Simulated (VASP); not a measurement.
# Ag: single point with PBEsol

Ag:

```xyz
1
Lattice="0.0000 2.0528 2.0528 2.0528 0.0000 2.0528 2.0528 2.0528 0.0000" Properties=species:S:1:pos:R:3 pbc="T T T"
Ag    0.0000    0.0000    0.0000
```

This cell differs from its parent crystal: volume scaled by 1.04.

```yaml
Program: VASP 6.6.1
Task: single point
Functional: PBEsol
Potentials_or_basis: VASP PAW PBE potentials, release 64 (Ag)
Cutoff: 520 eV
k_mesh: 22 × 22 × 22
Occupations: fermi-dirac, width 0.1 eV
Spin: no spin polarisation
```

```yaml
Pressure: -4.2 GPa
```

Levels at points of the mesh, in eV from the Fermi level:
```
           k point  band 4  band 5  band 6  band 7  band 8  band 9
(0.00, 0.00, 0.00)   -4.72   -3.70   -3.70   15.95   19.43   19.43
(0.50, 0.00, 0.00)   -2.92   -2.92   -0.42    3.50   15.18   17.65
(0.50, 0.50, 0.00)   -2.72   -2.72    1.55    6.60   10.52   10.52
```

It took 21 s on 1 thread of Intel(R) Xeon(R) Platinum 8559C (Emerald Rapids) (shared host), peak memory 0.19 GiB.

Caveat: the PAW data sets were made with another functional, which shifts forces and pressure a little.
